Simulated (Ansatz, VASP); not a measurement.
# One calculation of HfZr3S8, two programs

```
Zr Hf S
1.0
     6.53472   -3.67712   -0.00005
     6.53472    3.67712   -0.00005
    -0.00005    0.00000    6.36642
Zr Hf S
3 1 8
Direct
  0.75032 0.24968 0.00000
  0.24968 0.75032 0.00000
  0.50000 0.50000 0.50000
  0.00000 0.00000 0.50000
  0.38906 0.38906 0.16631
  0.64100 0.13753 0.66551
  0.88923 0.88923 0.16920
  0.13753 0.64100 0.66551
  0.11077 0.11077 0.83080
  0.35900 0.86247 0.33449
  0.61094 0.61094 0.83369
  0.86247 0.35900 0.33449
```

Alike in both runs: functional PBE; k mesh 4 × 4 × 4; occupations gaussian, width 0.1 eV; no spin polarisation.

Ansatz relaxed the structure, and its values are those at the end. VASP's run is a single point on that final structure, the one shown.

|  | VASP | Ansatz |
| --- | --- | --- |
| version | VASP 6.6.1 | Ansatz 0.2.0 |
| potentials or method | VASP PAW PBE potentials, release 64 (Zr_sv, Hf_pv, S), cutoff 520 eV | scalar-relativistic, plane waves, PAW |
| valence electrons in the cell | 94 | 110 |

```csv
,VASP,Ansatz,Ansatz less VASP
gap on the k mesh at the Fermi level (eV),1.11,1.11,-0.002
least direct gap on the mesh (eV),1.17,1.16,-0.002
pressure (GPa),-0.1,0.0,+0.15
rms of the force components (eV/Å),0.017,0.002,-0.0150
```

VASP's potentials hold 94 valence electrons a cell and Ansatz's 110, so a difference there can come from the potentials and not from the codes.

Neither program's run includes spin-orbit coupling.
